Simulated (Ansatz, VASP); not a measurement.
**One calculation of Pt, two programs**

The input INCAR:

```
SYSTEM = Pt
ALGO     = Normal         ! electronic algorithm
EDIFF    = 1E-6           ! SCF threshold, eV
ENCUT    = 520            ! plane-wave cutoff, eV
GGA      = CA             ! functional
ISIF     = 2              ! what is computed and relaxed
ISMEAR   = 0              ! smearing method
LASPH    = .TRUE.         ! aspherical terms in the spheres
LCHARG   = .FALSE.        ! write CHGCAR
LREAL    = .FALSE.        ! projectors in reciprocal space
LWAVE    = .FALSE.        ! write WAVECAR
NBANDS   = 11             ! bands
NELM     = 80             ! most SCF steps
PREC     = Accurate       ! precision mode
SIGMA    = 0.15           ! smearing width, eV
```

The input KPOINTS:

```
k-points
0
G
  22 22 22
  0 0 0
```

File POSCAR:

```
Pt
1.0
   -1.5604567000      1.5604567000      1.5604567000
    1.5604567000     -1.5604567000      1.5604567000
    1.5604567000      1.5604567000     -1.5604567000
Pt
1
Direct
    0.0000000000      0.0000000000      0.0000000000
```

Input for Ansatz:

```yaml
crystal:
  lattice:
    - [-1.5604567, 1.5604567, 1.5604567]
    - [1.5604567, -1.5604567, 1.5604567]
    - [1.5604567, 1.5604567, -1.5604567]
  atoms:
    - { symbol: Pt, position: [0.0, 0.0, 0.0] }
basis:
  ecutwfc: 520.0
kpoints:
  mp_grid: { grid: [22, 22, 22] }
hamiltonian:
  xc: lda
scf:
  occupations: { method: gaussian, width: 0.15 }
output:
  forces: true
  stress: true
  eigenvalues: true
```

Change from the starting cell: strain -0.015 along x and y, -0.015 along z, atoms carried along.

Alike in both runs: task single point; functional LDA; k mesh 22 × 22 × 22; occupations gaussian, width 0.15 eV; no spin polarisation.

|  | VASP | Ansatz |
| --- | --- | --- |
| version | VASP 6.6.1 | Ansatz 0.2.0 |
| potentials or method | VASP PAW LDA potentials, release 64 (Pt), cutoff 520 eV | scalar-relativistic, plane waves, PAW |
| valence electrons in the cell | 10 | 18 |

|  | VASP | Ansatz | Ansatz less VASP |
| --- | --- | --- | --- |
| gap on the k mesh at the Fermi level (eV) | none | none | - |
| pressure (GPa) | -4.5 | -5.2 | -0.68 |

LDA's correlation is that of Perdew and Zunger in VASP and of Perdew and Wang (1992) in Ansatz. A gap of «none» marks a metal or a gap that the smearing closes. VASP's potentials hold 10 valence electrons a cell and Ansatz's 18, so a difference there can come from the potentials and not from the codes.

Spin-orbit coupling is off throughout.
